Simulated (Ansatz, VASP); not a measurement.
**HfN: VASP beside Ansatz**

POSCAR

```
HfN
1.0
    0.0000000000      2.4710795731      2.4710795731
    2.4710795731      0.0000000000      2.4710795731
    2.4710795731      2.4710795731      0.0000000000
Hf N
1 1
Direct
    0.0000000000      0.0000000000      0.0000000000
    0.2500000000      0.2500000000      0.2500000000
```

The input INCAR.step1:

```
SYSTEM = HfN
  PREC = Accurate
  ENCUT = 520
  EDIFF = 1E-5
  ISMEAR = -1
  SIGMA = 0.05
  LREAL = .FALSE.
  LASPH = .TRUE.
  NELM = 100
  ALGO = Normal
  ISIF = 2
  LWAVE = .TRUE.
  LCHARG = .FALSE.
  NBANDS = 14
  GGA = PE
```

The input INCAR.step2:

```
SYSTEM = HfN
  PREC = Accurate
  ENCUT = 520
  EDIFF = 1E-6
  ISMEAR = -1
  SIGMA = 0.05
  LREAL = .FALSE.
  LASPH = .TRUE.
  NELM = 100
  ALGO = Normal
  ISIF = 2
  LWAVE = .FALSE.
  LCHARG = .FALSE.
  GGA = PE
  LHFCALC = .TRUE.
  AEXX = 0.25
  PRECFOCK = Normal
  NBANDS = 14
  ISTART = 1
```

File KPOINTS:

```
Automatic mesh
0
G
  6 6 6
  0 0 0
```

input.yaml

```yaml
crystal:
  lattice:
    - [0.0, 2.4710795731, 2.4710795731]
    - [2.4710795731, 0.0, 2.4710795731]
    - [2.4710795731, 2.4710795731, 0.0]
  atoms:
    - { symbol: Hf, position: [0.0, 0.0, 0.0] }
    - { symbol: "N", position: [0.25, 0.25, 0.25] }
hamiltonian:
  xc: pbe0
  pseudopotentials: { kind: paw }
kpoints:
  mp_grid: { grid: [6, 6, 6] }
scf:
  occupations: { method: fermi_dirac, width: 0.05 }
output:
  forces: true
  stress: true
  eigenvalues: true
```

Alike in both runs: task single point; functional PBE0; k mesh 6 × 6 × 6; occupations fermi-dirac, width 0.05 eV; no spin polarisation.

```csv
,VASP,Ansatz
version,VASP 6.6.1,Ansatz 0.2.0
potentials or method,"VASP PAW PBE potentials, release 64 (Hf_pv, N)",Ansatz PAW
plane-wave cutoff (eV),520,420
valence electrons in the cell,15,31
```

```csv
,VASP,Ansatz,Ansatz less VASP
gap on the k mesh at the Fermi level (eV),none,none,-
pressure (GPa),-8.5,-5.8,+2.67
```

A gap of «none» marks a metal or a gap that the smearing closes. VASP's potentials hold 15 valence electrons a cell and Ansatz's 31, so a difference there can come from the potentials and not from the codes.

The k mesh is coarse, so the values compare programs but aren't converged. Neither program's run includes spin-orbit coupling.
